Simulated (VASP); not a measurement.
Write the native input for VASP 6.6.1 that does the following.

```
Task                   : single point
Functional             : PBE
Potentials or basis    : VASP PAW PBE potentials, release 64 (Ni)
Cutoff                 : 520 eV
k mesh                 : 18 × 18 × 18
Occupations            : fermi-dirac, width 0.05 eV
Spin                   : collinear spin, ferromagnetic start
Starting moments       : [1.0] μB
Dipole correction      : no
Further INCAR settings : ALGO = Normal; EDIFF = 1e-06; NBANDS = 15
```

The structure of Ni lies in POSCAR:

```
Ni
1.0
    0.0000000000      1.6052728497      1.6052728497
    1.6052728497      0.0000000000      1.6052728497
    1.6052728497      1.6052728497      0.0000000000
Ni
1
Direct
    0.0000000000      0.0000000000      0.0000000000
```

One way to write it, as run:

INCAR

```
SYSTEM = Ni
PREC = Accurate
ENCUT = 520
EDIFF = 1E-6
ISMEAR = -1
SIGMA = 0.05
LREAL = .FALSE.
LASPH = .TRUE.
NELM = 150
ALGO = Normal
ISIF = 2
LWAVE = .FALSE.
LCHARG = .FALSE.
ISPIN = 2
MAGMOM = 1
LORBIT = 11
LMAXMIX = 4
GGA = PE
NBANDS = 15
```

KPOINTS

```
Automatic mesh
0
G
  18 18 18
  0 0 0
```

Potentials or basis: VASP PAW PBE potentials, release 64 (Ni).

Command:

```sh
$ cat potpaw_PBE.64/Ni/POTCAR > POTCAR
$ mpirun -np 1 vasp_std > vasp.out
```

Results of the run:

| Property | Result |
| --- | --- |
| Pressure | 105.3 GPa |
| Net moment | 0.58 μB per cell |
| Site moments | Ni +0.57 μB |
| Valence electrons inside the program's atomic spheres | Ni 9.96 |

Caveat: the cell stands under pressure.

Run time: 92 s on 1 thread of Intel Xeon 8259CL, on a shared host, peak memory 0.15 GiB.
